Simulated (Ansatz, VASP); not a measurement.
**Two plane-wave programs on Ag**

```
CELL_PARAMETERS angstrom
0.00000 2.19633 2.04310
2.19633 0.00000 2.04310
2.19633 2.19633 0.00000
ATOMIC_POSITIONS crystal
Ag 0.00000 0.00000 0.00000
```

Change from the starting cell: strain +0.0750 x Voigt [1, 1, 0, 0, 0, 0], atoms carried along.

Alike in both runs: task single point; functional PBEsol; k mesh 20 × 20 × 20; occupations gaussian, width 0.15 eV; no spin polarisation.

```csv
,VASP,Ansatz
version,VASP 6.6.1,Ansatz 0.2.0
potentials or method,"VASP PAW PBE potentials, release 64 (Ag), cutoff 520 eV","scalar-relativistic, plane waves, PAW"
valence electrons in the cell,11,19
```

Ansatz gave:

```
gap on the k mesh at the Fermi level (eV)                     : none
pressure (GPa)                                                : -12.2
traceless stress, the component that is largest in VASP (GPa) : 0.83
```

Problem. Which values does VASP return?

Solution. gap on the k mesh at the Fermi level (eV): none; pressure (GPa): -12.3; traceless stress, the component that is largest in VASP (GPa): 0.82.

VASP's potentials were made for PBE, not for PBEsol. A gap of «none» marks a metal or a gap that the smearing closes. With one functional, cell and mesh, what is left measures potentials, basis and numerics. VASP's potentials hold 11 valence electrons a cell and Ansatz's 19, so a difference there can come from the potentials and not from the codes.
